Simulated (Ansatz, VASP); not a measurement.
Te2Mo in VASP and in Ansatz

POSCAR

```
Te2Mo
1.0
    3.5636797614      0.0000000000      0.0000000000
   -1.7818398807      3.0862372043      0.0000000000
    0.0000000000      0.0000000000     14.7197071926
Te Mo
4 2
Direct
    0.3333333333      0.6666666667      0.6284395073
    0.6666666667      0.3333333333      0.1284395073
    0.3333333333      0.6666666667      0.8715604927
    0.6666666667      0.3333333333      0.3715604927
    0.3333333333      0.6666666667      0.2500000000
    0.6666666667      0.3333333333      0.7500000000
```

File INCAR.step1:

```
  PREC = Accurate
  ENCUT = 520
  ISMEAR = 0
  SIGMA = 0.05
  LREAL = F
  LASPH = T
  NELM = 100
  NBANDS = 35
  GGA = PE
  ALGO = Normal
  EDIFF = 1E-4
  LWAVE = T
  LCHARG = F
```

Contents of INCAR.step2:

```
  PREC = Accurate
  ENCUT = 520
  EDIFF = 1E-6
  ISMEAR = 0
  SIGMA = 0.05
  LREAL = F
  LASPH = T
  NELM = 100
  ALGO = Normal
  ISIF = 2
  LWAVE = F
  LCHARG = T
  METAGGA = R2SCAN
  LMIXTAU = T
  LELF = T
  LVHAR = T
  NBANDS = 35
  ISTART = 1
```

KPOINTS

```
Automatic mesh
0
Gamma
  8 8 2
```

Input for Ansatz:

```yaml
crystal:
  lattice:
    - [3.5636797614, 0.0, 0.0]
    - [-1.7818398807, 3.0862372043, 0.0]
    - [0.0, 0.0, 14.7197071926]
  atoms:
    - { symbol: Te, position: [0.3333333333, 0.6666666667, 0.6284395073] }
    - { symbol: Te, position: [0.6666666667, 0.3333333333, 0.1284395073] }
    - { symbol: Te, position: [0.3333333333, 0.6666666667, 0.8715604927] }
    - { symbol: Te, position: [0.6666666667, 0.3333333333, 0.3715604927] }
    - { symbol: Mo, position: [0.3333333333, 0.6666666667, 0.25] }
    - { symbol: Mo, position: [0.6666666667, 0.3333333333, 0.75] }
basis:
  ecutwfc: 500
  ecutrho_ratio: 4
kpoints:
  mp_grid: { grid: [8, 8, 2] }
hamiltonian:
  xc: r2scan
scf:
  occupations: { method: gaussian, width: 0.05 }
output:
  forces: true
  stress: true
  eigenvalues: true
```

Alike in both runs: task single point; functional r2SCAN; k mesh 8 × 8 × 2; occupations gaussian, width 0.05 eV; no spin polarisation.

|  | VASP | Ansatz |
| --- | --- | --- |
| version | VASP 6.6.1 | Ansatz 0.2.0 |
| potentials or method | VASP PAW PBE potentials, release 64 (Te, Mo_sv), cutoff 520 eV | scalar-relativistic, plane waves, PAW |
| valence electrons in the cell | 52 | 92 |

```csv
,VASP,Ansatz,Ansatz less VASP
gap on the k mesh at the Fermi level (eV),1.12,1.12,+0.004
least direct gap on the mesh (eV),1.26,1.26,-0.004
pressure (GPa),0.1,0.0,-0.11
"traceless stress, the component that is largest in VASP (GPa)",0.08,0.02,-0.058
rms of the force components (eV/Å),0.013,0.001,-0.0121
```

VASP's potentials were made for PBE, not for r2SCAN. Atom by atom the forces differ by 0.012 eV/Å (rms over components). With one functional, cell and mesh, what is left measures potentials, basis and numerics. VASP's potentials hold 52 valence electrons a cell and Ansatz's 92, so a difference there can come from the potentials and not from the codes.

Spin-orbit coupling is off throughout.
